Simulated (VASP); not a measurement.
# Tl (I4/mmm) in VASP: further runs

Runs on Tl. Level: PBEsol. Tasks: single point.

Everything below comes from runs of VASP 6.6.1. Logs are shortened: lines on timing, memory, paths and dates and some standing lists are left out, and cuts for length are marked.

### 1 The cell of the first run

The structure is tetragonal, space group I4/mmm (No. 139). The conventional cell has a = 3.979 Å, b = 3.979 Å, c = 3.882 Å, α = 90.00°, β = 90.00°, γ = 90.00°. Within 4.5 Å of Tl (site symmetry 4/mmm) lie 14 Tl at 3.42 to 3.98 Å.

### 2 Single point, PBEsol (strain +0.025 along x and y, +0.000 along z)

Input file INCAR:

```
SYSTEM = Tl
ALGO = Fast
EDIFF = 1E-6
ENCUT = 520
GGA = PS
ISIF = 2
ISMEAR = 0
LASPH = .TRUE.
LCHARG = .FALSE.
LREAL = .FALSE.
LWAVE = .FALSE.
NBANDS = 12
NELM = 60
PREC = Accurate
SIGMA = 0.15
```

Input file KPOINTS:

```
k-points
0
G
  18 18 18
  0 0 0
```

Input file POSCAR:

```
Tl
1.0
   -1.9895250000      1.9895250000      1.9410000000
    1.9895250000     -1.9895250000      1.9410000000
    1.9895250000      1.9895250000     -1.9410000000
Tl
1
Direct
    0.0000000000      0.0000000000      0.0000000000
```

Potentials or basis: VASP PAW PBE potentials, release 64 (Tl_d).

Launch:

```sh
$ cat potpaw_PBE.64/Tl_d/POTCAR > POTCAR
$ mpirun -np 1 vasp_std > vasp.out
```

OUTCAR:

```text
SYSTEM = Tl
   EDIFF = 1E-6
   ENCUT = 520
   GGA = PS
   ISIF = 2
   ISMEAR = 0
   LASPH = .TRUE.
   LREAL = .FALSE.
   NELM = 60
   PREC = Accurate

 ion  position               nearest neighbor table
   1  0.000  0.000  0.000-

  LATTYP: Found a body centered tetragonal cell.
 ALAT       =     3.9790500000
 C/A-ratio  =     0.9756097561

  Lattice vectors:

 A1 = (  -1.9895250000,   1.9895250000,   1.9410000000)
 A2 = (   1.9895250000,  -1.9895250000,   1.9410000000)
 A3 = (   1.9895250000,   1.9895250000,  -1.9410000000)

Analysis of symmetry for initial positions (statically):
=====================================================================
 Subroutine PRICEL returns:
 Original cell was already a primitive cell.

 Routine SETGRP: Setting up the symmetry group for a
 body centered tetragonal supercell.

 Subroutine GETGRP returns: Found 16 space group operations
 (whereof 16 operations were pure point group operations)
 out of a pool of 16 trial point group operations.

The static configuration has the point symmetry D_4h.

Analysis of symmetry for dynamics (positions and initial velocities):
=====================================================================
 Subroutine PRICEL returns:
 Original cell was already a primitive cell.

 Routine SETGRP: Setting up the symmetry group for a
 body centered tetragonal supercell.

 Subroutine GETGRP returns: Found 16 space group operations
 (whereof 16 operations were pure point group operations)
 out of a pool of 16 trial point group operations.

The dynamic configuration has the point symmetry D_4h.

 Subroutine INISYM returns: Found 16 space group operations
 (whereof 16 operations are pure point group operations),
 and found     1 'primitive' translations

----------------------------------------------------------------------------------------

                                     Primitive cell

  volume of cell :      30.7315

  direct lattice vectors                    reciprocal lattice vectors
    -1.989525000  1.989525000  1.941000000     0.000000000  0.251316269  0.257599176
     1.989525000 -1.989525000  1.941000000     0.251316269  0.000000000  0.257599176
     1.989525000  1.989525000 -1.941000000     0.251316269  0.251316269  0.000000000

  length of vectors
     3.418172092  3.418172092  3.418172092     0.359884985  0.359884985  0.355414876

  position of ions in fractional coordinates (direct lattice)
     0.000000000  0.000000000  0.000000000

  ion indices of the primitive-cell ions
   primitive index   ion index
                 1           1

----------------------------------------------------------------------------------------

 KPOINTS: k-points

Automatic generation of k-mesh.
 Grid dimensions read from file:
 generate k-points for:   18   18   18

 Generating k-lattice:

  Cartesian coordinates                     Fractional coordinates (reciprocal lattice)
     0.000000000  0.013962015  0.014311065     0.055555556  0.000000000  0.000000000
     0.013962015  0.000000000  0.014311065     0.000000000  0.055555556  0.000000000
     0.013962015  0.013962015  0.000000000     0.000000000  0.000000000  0.055555556

  Length of vectors
     0.019993610  0.019993610  0.019745271

  Shift w.r.t. Gamma in fractional coordinates (k-lattice)
     0.000000000  0.000000000  0.000000000

 Subroutine IBZKPT returns following result:
 ===========================================

 Found    480 irreducible k-points:

 Following reciprocal coordinates:
            Coordinates               Weight
  0.000000  0.000000  0.000000      1.000000
  0.055556 -0.000000  0.000000      8.000000
  0.111111 -0.000000  0.000000      8.000000
  0.166667 -0.000000  0.000000      8.000000
  0.222222  0.000000 -0.000000      8.000000
  0.277778  0.000000 -0.000000      8.000000
[... 16 lines left out ...]
 -0.277778  0.055556  0.000000     16.000000
 -0.222222  0.055556  0.000000     16.000000
 [... further k-points ...]
   k-points           NKPTS =    480   k-points in BZ     NKDIM =    480   number of bands    NBANDS=     12
   number of dos      NEDOS =    301   number of ions     NIONS =      1
   total plane-waves  NPLWV =  21952
   dimension x,y,z NGX =    28 NGY =   28 NGZ =   28
   dimension x,y,z NGXF=    56 NGYF=   56 NGZF=   56
   ions per type =               1
   NGX,Y,Z   is equivalent  to a cutoff of  13.62, 13.62, 13.62 a.u.
   NGXF,Y,Z  is equivalent  to a cutoff of  27.24, 27.24, 27.24 a.u.
 SYSTEM =  Tl
   PREC   = accura    normal or accurate (medium, high low for compatibility)
   ISTART =      0    job   : 0-new  1-cont  2-samecut
   ICHARG =      2    charge: 1-file 2-atom 10-const
   ISPIN  =      1    spin polarized calculation?
   LNONCOLLINEAR =      F non collinear calculations
   LSORBIT =      F    spin-orbit coupling
   LASPH  =      T    aspherical Exc in radial PAW
   ENCUT  =  520.0 eV  38.22 Ry    6.18 a.u.   6.36  6.36  6.36*2*pi/ulx,y,z
   NELM   =     60;   NELMIN=  2; NELMDL= -5     # of ELM steps
   EDIFF  = 0.1E-05   stopping-criterion for ELM
   LREAL  =      F    real-space projection
   EDIFFG = 0.1E-04   stopping-criterion for IOM
   NSW    =      0    number of steps for IOM
   IBRION =     -1    ionic relax: 0-MD 1-quasi-New 2-CG
   NFREE  =      0    steps in history (QN), initial steepest desc. (CG)
   ISIF   =      2    stress and relaxation
   ISYM   =      2    0-nonsym 1-usesym 2-fastsym
   POTIM  = 0.5000    time-step for ionic-motion
   TEBEG  =    0.0;   TEEND  =   0.0 temperature during run
   PSTRESS=    0.0 pullay stress
   NELECT =      13.0000    total number of electrons
   NUPDOWN=      -1.0000    fix difference up-down
   EMIN   =  10.00;   EMAX   =-10.00  energy-range for DOS
   EFERMI =   0.00;   METHOD = LEGACY
   ISMEAR =     0;   SIGMA  =   0.15  broadening in eV -4-tet -1-fermi 0-gaus
   EFERMI_NEDOS =   21; number of points for ismear=-14 and -15
   IALGO  =     68    algorithm
   IMIX   =      4    mixing-type and parameters
     AMIX     =   0.40;   BMIX     =  1.00
     AMIX_MAG =   1.60;   BMIX_MAG =  1.00
  volume/ion in A,a.u.               =      30.73       207.39
  Fermi-wavevector in a.u.,A,eV,Ry     =   1.228932  2.322345 20.548522  1.510274
  Thomas-Fermi vector in A             =   2.363839
   LORBIT       =      0    0 simple, 1 ext, 2 COOP (PROOUT), +10 PAW based schemes
   GGA     = PS    functional components
   LHFCALC =     F    Hartree Fock is set to
   AEXX    =    0.0000 exact exchange contribution
   IVDW    =     0    specifies the selected vdW correction
   LEPSILON=     F    determine dielectric tensor
   LRPA    =     F    only Hartree local field effects (RPA)
 non-spin polarized calculation
 RMM-DIIS sequential band-by-band and
 Gauss-broadening in eV      SIGMA  =   0.15
  energy-cutoff  :      520.00
  volume of cell :       30.73
 maximum number of plane-waves:       847
 NGX is ok and might be reduce to    28
   NGX = 13   NGY = 13   NGZ = 13

 number of electron      13.0000002 magnetization

 Free energy of the ion-electron system (eV)
  ---------------------------------------------------
  ext. energy  EPLUGINS =         0.00000000
  ---------------------------------------------------
  free energy    TOTEN  =        -2.61434785 eV

  energy without entropy =       -2.60996328  energy(sigma->0) =       -2.61215556

 E-fermi :   5.6684     XC(G=0): -10.0129

 val. band max:        5.6302539767   @ k =  -0.3889  -0.3889   0.2222
 cond. band min:       5.6824471470   @ k =  -0.1667   0.3889   0.1667
 fundamental gap:      0.0521931703
 Fermi energy:         5.6683896221

 k-point     1 :       0.0000    0.0000    0.0000
  band No.  band energies     occupation
      1      -5.8753      2.00000
      2      -5.8473      2.00000
      3      -5.8473      2.00000
      4      -5.5058      2.00000
      5      -5.4785      2.00000
      6      -3.9339      2.00000
      7      15.6634      0.00000
      8      15.6634      0.00000
      9      15.8821      0.00000
     10      17.7289      0.00000
     11      17.7289      0.00000
     12      17.9984      0.00000

 k-point     2 :       0.0556   -0.0000    0.0000
  band No.  band energies     occupation
      1      -5.8726      2.00000
      2      -5.8438      2.00000
      3      -5.8378      2.00000
      4      -5.5065      2.00000
      5      -5.4825      2.00000
      6      -3.8679      2.00000
      7      15.0349      0.00000
      8      15.4153      0.00000
      9      15.6307      0.00000
     10      17.4351      0.00000
     11      17.6416      0.00000
     12      17.8702      0.00000

 k-point     3 :       0.1111   -0.0000    0.0000
  band No.  band energies     occupation
      1      -5.8817      2.00000
      2      -5.8364      2.00000
      3      -5.7930      2.00000
      4      -5.5109      2.00000
      5      -5.4908      2.00000
      6      -3.6678      2.00000
      7      13.4603      0.00000
      8      14.7998      0.00000
      9      15.1922      0.00000
     10      16.8830      0.00000
     11      17.4289      0.00000
     12      17.8962      0.00000

 k-point     4 :       0.1667   -0.0000    0.0000
  band No.  band energies     occupation
      1      -5.9018      2.00000
      2      -5.8333      2.00000
      3      -5.7170      2.00000
      4      -5.5226      2.00000
      5      -5.4946      2.00000
      6      -3.3295      2.00000
      7      11.6561      0.00000
      8      14.0285      0.00000
      9      14.6159      0.00000
     10      16.3673      0.00000
     11      17.1731      0.00000
     12      18.1556      0.00000

 k-point     5 :       0.2222    0.0000   -0.0000
  band No.  band energies     occupation
      1      -5.9273      2.00000
      2      -5.8434      2.00000
      3      -5.6206      2.00000
      4      -5.5330      2.00000
      5      -5.4941      2.00000
      6      -2.8511      2.00000
      7       9.8490      0.00000
      8      13.2420      0.00000
      9      14.0201      0.00000
     10      15.9380      0.00000
     11      16.9269      0.00000
     12      18.6053      0.00000
[... 228 lines left out ...]
      1      -5.9842      2.00000
      2      -5.9139      2.00000
      3      -5.5237      2.00000
      4      -5.4943      2.00000
      5      -5.3735      2.00000
      6      -1.0510      2.00000
      7       5.7790      0.29709
      8      11.2429      0.00000
      9      12.6229      0.00000
     10      15.6345      0.00000
     11      16.9210      0.00000
     12      20.1753      0.00000

 k-point    22 :      -0.3333    0.0556    0.0000
  band No.  band energies     occupation
      1      -5.9611      2.00000
      2      -5.8798      2.00000
      3      -5.5350      2.00000
      4      -5.4961      2.00000
      5      -5.4649      2.00000
      6      -1.8409      2.00000
      7       7.3203      0.00000
      8      11.7458      0.00000
      9      13.0189      0.00000
     10      15.8446      0.00000
     11      17.0960      0.00000
     12      19.4281      0.00000

 k-point    23 :      -0.2778    0.0556    0.0000
  band No.  band energies     occupation
      1      -5.9348      2.00000
      2      -5.8511      2.00000
      3      -5.5694      2.00000
      4      -5.5384      2.00000
      5      -5.4954      2.00000
      6      -2.5175      2.00000
      7       8.9793      0.00000
      8      12.3812      0.00000
      9      13.5271      0.00000
     10      16.1285      0.00000
     11      17.3119      0.00000
     12      18.7719      0.00000

 k-point    24 :      -0.2222    0.0556    0.0000
  band No.  band energies     occupation
      1      -5.9084      2.00000
      2      -5.8374      2.00000
      3      -5.6647      2.00000
      4      -5.5362      2.00000
      5      -5.4939      2.00000
      6      -3.0630      2.00000
      7      10.7078      0.00000
      8      13.1284      0.00000
      9      14.1215      0.00000
     10      16.4791      0.00000
     11      17.5196      0.00000
     12      18.2726      0.00000

 [... further k-points ...]

------------------------ aborting loop because EDIFF is reached ----------------------------------------

  FORCE on cell =-STRESS in cart. coord.  units (eV):
  Direction    XX          YY          ZZ          XY          YZ          ZX
  --------------------------------------------------------------------------------------
  -------------------------------------------------------------------------------------
  Total       -0.4394808     -0.4394808     -0.4177303      0.0000000      0.0000000      0.0000000
  in kB      -22.9121643    -22.9121643    -21.7782134      0.0000000      0.0000000      0.0000000
  external PRESSURE =     -22.5341807 kB  Pullay stress =       0.0000000 kB

 VOLUME and BASIS-vectors are now :
 -----------------------------------------------------------------------------
  energy-cutoff  :      520.00
  volume of cell :       30.73
      direct lattice vectors                 reciprocal lattice vectors
    -1.989525000  1.989525000  1.941000000     0.000000000  0.251316269  0.257599176
     1.989525000 -1.989525000  1.941000000     0.251316269  0.000000000  0.257599176
     1.989525000  1.989525000 -1.941000000     0.251316269  0.251316269  0.000000000

 POSITION                                       TOTAL-FORCE (eV/Angst)
 -----------------------------------------------------------------------------------
      0.00000      0.00000      0.00000         0.000000      0.000000      0.000000
 -----------------------------------------------------------------------------------
    total drift:                               -0.000000     -0.000000     -0.000000

  FREE ENERGIE OF THE ION-ELECTRON SYSTEM (eV)
  ---------------------------------------------------
  free  energy   TOTEN  =        -2.6143478498 eV

  energy  without entropy=       -2.6099632794  energy(sigma->0) =       -2.61215556
```

Wall time 64 s (1 thread of Intel Xeon 6975P-C (Granite Rapids), shared host); peak memory 0.29 GiB.

Results:

```yaml
Free_energy: -2.6143 eV
Pressure: -2.3 GPa
Band_gap_on_the_k_mesh: zero (an odd number of electrons rules out a gap without spin polarisation)
```

Caveat: the cell differs from its parent crystal (strain +0.025 along x and y, +0.000 along z); the PAW data sets were made with another functional, which shifts forces and pressure a little; spin-orbit coupling is left out, which moves the levels of the heavy elements.

### 3 Single point, PBEsol (strain +0.050 along x and y, +0.000 along z)

Input file INCAR:

```
SYSTEM = Tl
ALGO = Fast ; EDIFF = 1E-7
ENCUT = 520 ; GGA = PS
ISIF = 2 ; ISMEAR = 0
LASPH = .TRUE. ; LCHARG = .TRUE.
LELF = .TRUE. ; LREAL = .FALSE.
LVHAR = .TRUE. ; LWAVE = .FALSE.
NBANDS = 12 ; NELM = 80
PREC = Accurate ; SIGMA = 0.15
```

KPOINTS is that of step 2.

Input file POSCAR:

```
Tl
1.0
   -2.0380500000      2.0380500000      1.9410000000
    2.0380500000     -2.0380500000      1.9410000000
    2.0380500000      2.0380500000     -1.9410000000
Tl
1
Direct
    0.0000000000      0.0000000000      0.0000000000
```

Potentials or basis: VASP PAW PBE potentials, release 64 (Tl_d).

Launch:

```sh
$ cat potpaw_PBE.64/Tl_d/POTCAR > POTCAR
$ mpirun -np 1 vasp_std > vasp.out
```

OUTCAR:

```text
SYSTEM = Tl
   EDIFF = 1E-7
   ENCUT = 520
   GGA = PS
   ISIF = 2
   ISMEAR = 0
   LASPH = .TRUE.
   LREAL = .FALSE.
   NELM = 80
   PREC = Accurate

 ion  position               nearest neighbor table
   1  0.000  0.000  0.000-

  LATTYP: Found a body centered tetragonal cell.
 ALAT       =     4.0761000000
 C/A-ratio  =     0.9523809524

  Lattice vectors:

 A1 = (  -2.0380500000,   2.0380500000,   1.9410000000)
[... 539 lines left out ...]
      9      13.3118      0.00000
     10      15.6636      0.00000
     11      16.7919      0.00000
     12      17.7870      0.00000

 [... further k-points ...]

------------------------ aborting loop because EDIFF is reached ----------------------------------------

  FORCE on cell =-STRESS in cart. coord.  units (eV):
  Direction    XX          YY          ZZ          XY          YZ          ZX
  --------------------------------------------------------------------------------------
  -------------------------------------------------------------------------------------
  Total       -0.6636367     -0.6636367     -0.6229538      0.0000000     -0.0000000      0.0000000
  in kB      -32.9705173    -32.9705173    -30.9493288      0.0000000     -0.0000000      0.0000000
  external PRESSURE =     -32.2967878 kB  Pullay stress =       0.0000000 kB

 VOLUME and BASIS-vectors are now :
 -----------------------------------------------------------------------------
  energy-cutoff  :      520.00
  volume of cell :       32.25
      direct lattice vectors                 reciprocal lattice vectors
    -2.038050000  2.038050000  1.941000000     0.000000000  0.245332548  0.257599176
     2.038050000 -2.038050000  1.941000000     0.245332548  0.000000000  0.257599176
     2.038050000  2.038050000 -1.941000000     0.245332548  0.245332548  0.000000000

 POSITION                                       TOTAL-FORCE (eV/Angst)
 -----------------------------------------------------------------------------------
      0.00000      0.00000      0.00000        -0.000000     -0.000000      0.000000
 -----------------------------------------------------------------------------------
    total drift:                               -0.000000     -0.000000     -0.000000

  FREE ENERGIE OF THE ION-ELECTRON SYSTEM (eV)
  ---------------------------------------------------
  free  energy   TOTEN  =        -2.5883220320 eV

  energy  without entropy=       -2.5836459497  energy(sigma->0) =       -2.58598399
```

It took 75 s on 1 thread of Intel Xeon 6975P-C (Granite Rapids), shared host; peak memory 0.29 GiB.

Results:

```yaml
Free_energy: -2.5883 eV
Pressure: -3.2 GPa
Band_gap_on_the_k_mesh: zero (an odd number of electrons rules out a gap without spin polarisation)
```

Stress tensor (GPa, compression positive):
```
-3.30  0.00  0.00
 0.00 -3.30  0.00
 0.00  0.00 -3.09
```

Levels at points of the mesh, in eV from the Fermi level:
| k point | band 2 | band 3 | band 4 | band 5 | band 6 | band 7 | band 8 | band 9 | band 10 | band 11 |
| --- | --- | --- | --- | --- | --- | --- | --- | --- | --- | --- |
| (0.00, 0.00, 0.00) | -11.46 | -11.46 | -11.18 | -11.14 | -9.32 | 9.41 | 9.41 | 9.85 | 11.90 | 11.90 |
| (0.50, 0.00, 0.00) | -11.57 | -11.18 | -11.13 | -10.94 | -5.02 | -2.28 | 5.12 | 6.46 | 8.92 | 10.24 |
| (0.50, 0.50, 0.00) | -11.56 | -11.22 | -11.17 | -10.95 | -5.27 | -2.41 | 5.72 | 7.24 | 9.68 | 10.94 |
| (0.50, 0.50, 0.50) | -11.61 | -11.00 | -11.00 | -10.99 | -2.29 | 1.13 | 1.13 | 2.00 | 5.84 | 6.41 |

Caveat: the cell differs from its parent crystal (strain +0.050 along x and y, +0.000 along z); the cell stands under tension; the PAW data sets were made with another functional, which shifts forces and pressure a little; spin-orbit coupling is left out, which moves the levels of the heavy elements.

The gap in the log of VASP goes by the Fermi energy; the results here count the filled bands.